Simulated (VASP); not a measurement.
Input of a VASP 6.6.1 run:

File INCAR:

```
PREC = Accurate
ENCUT = 1340
EDIFF = 1E-6
ISMEAR = 0
SIGMA = 0.01
LREAL = F
LASPH = T
NELM = 120
ALGO = Normal
ISIF = 2
LWAVE = F
LCHARG = F
GGA = CA
NBANDS = 28
GGA_COMPAT = F
```

Contents of KPOINTS:

```
Automatic mesh
0
Gamma
  6 6 6
```

Contents of POSCAR:

```
SrTiO3
1.0
    3.9068515088      0.0000000000      0.0000000000
    0.0000000000      3.9068515088      0.0000000000
    0.0000000000      0.0000000000      3.9068515088
Sr Ti O
1 1 3
Direct
    0.0000000000      0.0000000000      0.0000000000
    0.5000000000      0.5000000000      0.5000000000
    0.5000000000      0.5000000000      0.0000000000
    0.5000000000      0.0000000000      0.5000000000
    0.0000000000      0.5000000000      0.5000000000
```

Potentials or basis: VASP PAW LDA potentials, release 64 (Sr_sv, Ti_sv, O_h).

The run is started by

```console
$ cat potpaw_LDA.64/Sr_sv/POTCAR potpaw_LDA.64/Ti_sv/POTCAR potpaw_LDA.64/O_h/POTCAR > POTCAR
$ mpirun -np 1 vasp_std > vasp.out
```

(1) What does it give for the pressure?

(2) Predict the band gap on the k mesh.

Results:

(1) -6.7 GPa.

(2) 1.75 eV (least direct gap 2.11 eV).

Caveat: the cell stands under tension.
